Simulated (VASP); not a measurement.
Wanted: the native input for a VASP 6.6.1 run.

```yaml
Task: relaxation of cell and atoms
Functional: PBE
Potentials_or_basis: VASP PAW PBE potentials, release 64 (Sn_d, Te, Pt)
Cutoff: 600 eV
k_mesh: 10 × 10 × 4
Occupations: gaussian, width 0.1 eV
Spin: no spin polarisation
Dipole_correction: no
Further_INCAR_settings: ALGO = Normal; EDIFF = 1e-06; IBRION = 2; EDIFFG = -0.01; NSW = 100; ISIF = 3
```

The structure of Sn2Te3Pt lies in POSCAR:

```
Sn2Te3Pt
1.0
    3.6868549019      0.0000000000      0.0000000000
    0.0000000000      3.6868549019      0.0000000000
    0.0000000000      0.0000000000     11.4082805802
Sn Te Pt
2 3 1
Direct
    0.5000000000      0.5000000000      0.3250530075
    0.5000000000      0.5000000000      0.6749469925
    0.0000000000      0.0000000000      0.8675371374
    0.0000000000      0.0000000000      0.1324628626
    0.0000000000      0.0000000000      0.5000000000
    0.5000000000      0.5000000000      0.0000000000
```

The cell was generated, and may not be a known phase.

The input as run:

INCAR

```
SYSTEM = Sn2Te3Pt
PREC = Accurate
ENCUT = 600
EDIFF = 1E-6
ISMEAR = 0
SIGMA = 0.1
LREAL = .False.
LASPH = .True.
NELM = 60
ALGO = Normal
ISIF = 3
LWAVE = .False.
LCHARG = .False.
GGA = PE
IBRION = 2
NSW = 100
EDIFFG = -0.01
```

KPOINTS

```
Automatic mesh
0
Gamma
  10 10 4
  0 0 0
```

Potentials or basis: VASP PAW PBE potentials, release 64 (Sn_d, Te, Pt).

Launch:

```sh
$ cat potpaw_PBE.64/Sn_d/POTCAR potpaw_PBE.64/Te/POTCAR potpaw_PBE.64/Pt/POTCAR > POTCAR
$ mpirun -np 1 vasp_std > vasp.out
```

Results of the run:

The relaxed volume is 25.88 Å³/atom. The relaxed cell is a = 3.669 Å, b = 3.669 Å, c = 11.531 Å, α = 90.00°, β = 90.00°, γ = 90.00° and the space group after relaxing (to 0.1 Å) is P4/mmm (No. 123). The energy gained by relaxing is 0.6 meV/atom, the ionic steps are 11 and the pressure after relaxing is 0.0 GPa. The largest force after relaxing is 0.009 eV/Å.

Caveat: the highest band is partly filled, so the run has too few bands.

It took 21 min on 1 thread of Intel(R) Xeon(R) 6975P-C (Granite Rapids), with other jobs on the host, peak memory 0.59 GiB.
